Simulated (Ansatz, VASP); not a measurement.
# W: VASP beside Ansatz

```
CELL_PARAMETERS angstrom
-1.59730 1.64218 1.64218
1.59730 -1.55242 1.55242
1.59730 1.55242 -1.55242
ATOMIC_POSITIONS crystal
W 0.00000 0.00000 0.00000
```

Change from the starting cell: strain +0.0562 x Voigt [0, 0, 0, 1, 0, 0], atoms carried along.

Alike in both runs: task single point; functional PBEsol; k mesh 20 × 20 × 20; occupations gaussian, width 0.15 eV; no spin polarisation.

```csv
,VASP,Ansatz
version,VASP 6.6.1,Ansatz 0.2.0
potentials or method,"VASP PAW PBE potentials, release 64 (W_sv), cutoff 520 eV","scalar-relativistic, plane waves, PAW"
valence electrons in the cell,14,14
```

|  | VASP | Ansatz | Ansatz less VASP |
| --- | --- | --- | --- |
| gap on the k mesh at the Fermi level (eV) | none | none | - |
| pressure (GPa) | -10.2 | -10.7 | -0.46 |
| traceless stress, the component that is largest in VASP (GPa) | -7.74 | -7.61 | +0.129 |

VASP's potentials were made for PBE, not for PBEsol. A gap of «none» marks a metal or a gap that the smearing closes.

Neither program's run includes spin-orbit coupling.
